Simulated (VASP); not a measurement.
# TiO2 (P4_2/mnm) in VASP: settings compared, part 2 of 2

VASP 6.6.1. The steps go on from the part before.

## (4) Relaxation of shape and atoms at fixed volume, PBEsol (10.33 Å³/atom)

This run uses another cell than the first one, of 10.33 Å³/atom.

INCAR

```
SYSTEM = TiO2
PREC = Accurate ; ENCUT = 600
EDIFF = 1E-7 ; ISMEAR = 0
SIGMA = 0.05 ; LREAL = .FALSE.
LASPH = .TRUE. ; NELM = 120
ALGO = Normal ; ISIF = 4
LWAVE = .FALSE. ; LCHARG = .FALSE.
GGA = PS ; IBRION = 2
NSW = 60 ; EDIFFG = -0.01
GGA_COMPAT = .FALSE. ; NELMIN = 4
```

KPOINTS

```
Automatic mesh
0
G
  6 6 8
  0 0 0
```

POSCAR

```
TiO2
1.0
    4.5902061634      0.0000000000      0.0000000000
    0.0000000000      4.5902061634      0.0000000000
    0.0000000000      0.0000000000      2.9403106612
Ti O
2 4
Direct
    0.0000000000      0.0000000000      0.0000000000
    0.5000000000      0.5000000000      0.5000000000
    0.3042796006      0.3042796006      0.0000000000
    0.8042796006      0.1957203994      0.5000000000
    0.1957203994      0.8042796006      0.5000000000
    0.6957203994      0.6957203994      0.0000000000
```

Potentials or basis: VASP PAW PBE potentials, release 64 (Ti_sv, O).

Run with:

```bash
> cat potpaw_PBE.64/Ti_sv/POTCAR potpaw_PBE.64/O/POTCAR > POTCAR
> mpirun -np 1 vasp_std > vasp.out
```

OUTCAR:

```text
SYSTEM = TiO2
   PREC = Accurate
   ENCUT = 600
   EDIFF = 1E-7
   ISMEAR = 0
   LREAL = .FALSE.
   LASPH = .TRUE.
   NELM = 120
   ISIF = 4
   GGA = PS
   IBRION = 2
   NSW = 60
   EDIFFG = -0.01
   NELMIN = 4

 ion  position               nearest neighbor table
   1  0.000  0.000  0.000-   4 1.94   5 1.94   4 1.94   5 1.94   3 1.98   6 1.98
   2  0.500  0.500  0.500-   3 1.94   6 1.94   3 1.94   6 1.94   5 1.98   4 1.98
   3  0.304  0.304  0.000-   2 1.94   2 1.94   1 1.98
   4  0.804  0.196  0.500-   1 1.94   1 1.94   2 1.98
   5  0.196  0.804  0.500-   1 1.94   1 1.94   2 1.98
   6  0.696  0.696  0.000-   2 1.94   2 1.94   1 1.98

  LATTYP: Found a simple tetragonal cell.
 ALAT       =     4.5902061634
 C/A-ratio  =     0.6405617867

  Lattice vectors:

 A1 = (   4.5902061634,   0.0000000000,   0.0000000000)
 A2 = (   0.0000000000,   4.5902061634,   0.0000000000)
 A3 = (   0.0000000000,   0.0000000000,   2.9403106612)

Analysis of symmetry for initial positions (statically):
[... 186 lines left out ...]

 val. band max:        4.8051866978   @ k =   0.0000   0.0000   0.0000
 cond. band min:       6.6393542728   @ k =   0.0000   0.0000   0.0000
 fundamental gap:      1.8341675750
 Fermi energy:         5.0114822970

 k-point     1 :       0.0000    0.0000    0.0000
  band No.  band energies     occupation
      1     -51.8242      2.00000
      2     -51.8058      2.00000
      3     -28.2550      2.00000
      4     -28.2550      2.00000
      5     -28.0807      2.00000
      6     -28.0807      2.00000
[... 733 lines left out ...]
     27       8.0239      0.00000
     28       8.0239      0.00000

 [... further k-points ...]

------------------------ aborting loop because EDIFF is reached ----------------------------------------

  FORCE on cell =-STRESS in cart. coord.  units (eV):
  Direction    XX          YY          ZZ          XY          YZ          ZX
  --------------------------------------------------------------------------------------
  -------------------------------------------------------------------------------------
  Total        0.1338518      0.1338518      0.1642281      0.0000000      0.0000000      0.0000000
  in kB        3.4616037      3.4616037      4.2471789      0.0000000      0.0000000      0.0000000
  external PRESSURE =       3.7234621 kB  Pullay stress =       0.0000000 kB

 VOLUME and BASIS-vectors are now :
 -----------------------------------------------------------------------------
  energy-cutoff  :      600.00
  volume of cell :       61.95
      direct lattice vectors                 reciprocal lattice vectors
     4.590206163  0.000000000  0.000000000     0.217855139  0.000000000  0.000000000
     0.000000000  4.590206163  0.000000000     0.000000000  0.217855139  0.000000000
     0.000000000  0.000000000  2.940310661     0.000000000  0.000000000  0.340100117

 POSITION                                       TOTAL-FORCE (eV/Angst)
 -----------------------------------------------------------------------------------
      0.00000      0.00000      0.00000         0.000000      0.000000      0.000000
      2.29510      2.29510      1.47016         0.000000      0.000000      0.000000
      1.39671      1.39671      0.00000        -0.000750     -0.000750     -0.000000
      3.69181      0.89840      1.47016        -0.000750      0.000750      0.000000
      0.89840      3.69181      1.47016         0.000750     -0.000750      0.000000
      3.19350      3.19350      0.00000         0.000750      0.000750      0.000000
 -----------------------------------------------------------------------------------
    total drift:                               -0.000000     -0.000000     -0.000000

  FREE ENERGIE OF THE ION-ELECTRON SYSTEM (eV)
  ---------------------------------------------------
  free  energy   TOTEN  =       -56.1063642516 eV

  energy  without entropy=      -56.1063642516  energy(sigma->0) =      -56.10636425

 reached required accuracy - stopping structural energy minimisation
```

OSZICAR:

```text
N       E                     dE             d eps       ncg     rms          rms(c)
DAV:   1     0.716976639774E+03    0.71698E+03   -0.27283E+04  2800   0.223E+03
DAV:   2     0.612899871151E+02   -0.65569E+03   -0.63652E+03  2948   0.616E+02
DAV:   3    -0.667113529840E+02   -0.12800E+03   -0.12427E+03  4416   0.227E+02
DAV:   4    -0.723620859137E+02   -0.56507E+01   -0.56445E+01  3768   0.522E+01
DAV:   5    -0.725797640795E+02   -0.21768E+00   -0.21761E+00  4008   0.854E+00    0.316E+01
DAV:   6    -0.566472611948E+02    0.15933E+02   -0.11075E+02  3440   0.103E+02    0.119E+01
DAV:   7    -0.562550811517E+02    0.39218E+00   -0.15701E+01  3556   0.315E+01    0.790E+00
DAV:   8    -0.563828775266E+02   -0.12780E+00   -0.50620E+00  3504   0.210E+01    0.499E+00
DAV:   9    -0.561091779197E+02    0.27370E+00   -0.27960E+00  3496   0.150E+01    0.148E+00
DAV:  10    -0.561056426188E+02    0.35353E-02   -0.15291E-01  3600   0.316E+00    0.189E-01
DAV:  11    -0.561063941119E+02   -0.75149E-03   -0.10022E-02  3948   0.658E-01    0.104E-01
DAV:  12    -0.561064030323E+02   -0.89204E-05   -0.58564E-04  3544   0.181E-01    0.517E-02
DAV:  13    -0.561063641406E+02    0.38892E-04   -0.19426E-04  3876   0.856E-02    0.963E-03
DAV:  14    -0.561063654268E+02   -0.12862E-05   -0.29099E-05  3520   0.378E-02    0.975E-03
DAV:  15    -0.561063644240E+02    0.10028E-05   -0.13707E-05  3652   0.300E-02    0.421E-03
DAV:  16    -0.561063642671E+02    0.15693E-06   -0.14024E-06  3700   0.120E-02    0.695E-04
DAV:  17    -0.561063642516E+02    0.15450E-07   -0.37696E-08  1968   0.189E-03
   1 F= -.56106364E+02 E0= -.56106364E+02  d E =-.561064E+02
```

Run time: 3.3 min. Hardware: 1 thread of Oxide Virtual Turin-like, shared host; peak memory 0.2 GiB.

Results:

```
Free energy             : -56.1064 eV
Pressure after relaxing : 0.4 GPa
Band gap on the k mesh  : 1.83 eV
```

Final structure:
```
Ti O
1.0
     4.59021    0.00000    0.00000
     0.00000    4.59021    0.00000
     0.00000    0.00000    2.94031
Ti O
2 4
Direct
  0.00000 0.00000 0.00000
  0.50000 0.50000 0.50000
  0.30428 0.30428 0.00000
  0.80428 0.19572 0.50000
  0.19572 0.80428 0.50000
  0.69572 0.69572 0.00000
```

Levels at points of the mesh, in eV from the valence-band top:
| k point | band 21 | band 22 | band 23 | band 24 | band 25 | band 26 | band 27 | band 28 |
| --- | --- | --- | --- | --- | --- | --- | --- | --- |
| (0.00, 0.00, 0.00) | -0.69 | -0.46 | -0.46 | 0.00 | 1.83 | 2.11 | 2.41 | 2.51 |
| (0.50, 0.00, 0.00) | -1.64 | -1.64 | -0.76 | -0.76 | 2.52 | 2.52 | 3.05 | 3.05 |
| (0.50, 0.50, 0.00) | -1.30 | -1.30 | -1.09 | -1.09 | 1.87 | 1.87 | 2.53 | 2.53 |
| (0.00, 0.00, 0.50) | -2.43 | -2.43 | -1.45 | -1.45 | 2.99 | 2.99 | 3.23 | 3.23 |
| (0.50, 0.00, 0.50) | -2.09 | -2.09 | -1.06 | -1.06 | 1.88 | 1.88 | 3.25 | 3.25 |
| (0.50, 0.50, 0.50) | -1.32 | -1.32 | -0.68 | -0.68 | 2.59 | 2.59 | 3.21 | 3.21 |

Caveat: the PAW data sets were made with another functional, which shifts forces and pressure a little.

## (5) The runs side by side

```csv
level,cell,gap on the mesh (eV),pressure (GPa)
RPBE+D4,"relaxed from a = 4.564, b = 4.564, c = 2.937 Å, 6 atoms, atomic positions A",1.89,4.7
PBEsol,"relaxed from a = 4.588, b = 4.588, c = 2.932 Å, 6 atoms, atomic positions B",1.83,1.2
PBEsol,"relaxed from a = 4.590, b = 4.590, c = 2.940 Å, 6 atoms, atomic positions A",1.83,0.4
```

Alike in all rows: task relaxation of shape and atoms at fixed volume; potentials or basis VASP PAW PBE potentials, release 64 (Ti_sv, O); no spin polarisation; k mesh 6 × 6 × 8; cutoff (eV) 600; smearing gaussian 0.05 eV.

Caveats: the PAW data sets were made with another functional, which shifts forces and pressure a little.

Total energies depend on the potentials used, so only differences within one code and one set of settings carry meaning.
